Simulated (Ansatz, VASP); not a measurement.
**Sb: VASP beside Ansatz**

```
CELL_PARAMETERS angstrom
0.00000 3.24481 3.24481
3.24481 0.00000 3.24481
3.24481 3.24481 0.00000
ATOMIC_POSITIONS crystal
Sb 0.50000 0.50000 0.50000
Sb 0.75000 0.75000 0.75000
```

Alike in both runs: task relaxation of cell and atoms; functional PBEsol; k mesh 4 × 4 × 4; occupations gaussian, width 0.1 eV; no spin polarisation.

|  | VASP | Ansatz |
| --- | --- | --- |
| version | VASP 6.6.1 | Ansatz 0.2.0 |
| potentials or method | VASP PAW PBE potentials, release 64 (Sb), cutoff 600 eV | scalar-relativistic, plane waves, PAW |
| valence electrons in the cell | 10 | 30 |

VASP gave:

```
gap on the k mesh at the Fermi level, each at its own relaxed structure (eV) : none
relaxed volume (Å³/atom)                                                     : 39.49
relaxed cell length with the largest relative difference (Å)                 : 4.816
```

Q: Estimate Ansatz's values.

A: gap on the k mesh at the Fermi level, each at its own relaxed structure (eV): none; relaxed volume (Å³/atom): 39.41; relaxed cell length with the largest relative difference (Å): 4.813.

VASP's potentials were made for PBE, not for PBEsol. A gap of «none» marks a metal or a gap that the smearing closes. VASP's potentials hold 10 valence electrons a cell and Ansatz's 30, so a difference there can come from the potentials and not from the codes.

The k mesh is coarse, so the values compare programs but aren't converged. Spin-orbit coupling is off throughout. Noted on VASP's run: the volume moved by over 15 % at a fixed basis, so the end points are rough.
